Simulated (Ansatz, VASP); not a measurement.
**SiO2 in VASP and in Ansatz**

```xyz
12
Lattice="5.0507 0.0000 0.0000 0.0000 5.0507 0.0000 0.0000 0.0000 7.0184" Properties=species:S:1:pos:R:3 pbc="T T T"
Si    1.4901    1.4901    0.0000
Si    1.0353    4.0154    1.7546
Si    3.5606    3.5606    3.5092
Si    4.0154    1.0353    5.2638
O     1.2179    0.4763    1.2242
O     2.0490    3.7433    2.9788
O     3.8327    4.5744    4.7334
O     3.0016    1.3074    6.4880
O     3.7433    2.0490    4.0396
O     4.5744    3.8327    2.2850
O     1.3074    3.0016    0.5304
O     0.4763    1.2179    5.7942
```

Alike in both runs: functional r2SCAN; k mesh 6 × 6 × 4; occupations fermi-dirac, width 0.02 eV; no spin polarisation.

Ansatz relaxed the structure, and its values are those at the end. VASP's run is a single point on that final structure, the one shown.

```csv
,VASP,Ansatz
version,VASP 6.6.1,Ansatz 0.2.0
potentials or method,"VASP PAW PBE potentials, release 64 (Si, O), cutoff 520 eV",PAW plane waves
valence electrons in the cell,64,64
```

Ansatz gave:

| Property | Result |
| --- | --- |
| gap on the k mesh at the Fermi level (eV) | 6.26 |
| pressure (GPa) | -0.6 |
| rms of the force components (eV/Å) | 0.005 |

Q: Estimate VASP's values.

A: gap on the k mesh at the Fermi level (eV): 6.25; pressure (GPa): -0.5; rms of the force components (eV/Å): 0.008.

VASP's potentials were made for PBE, not for r2SCAN. Ansatz's warnings: stress scf threshold loose.
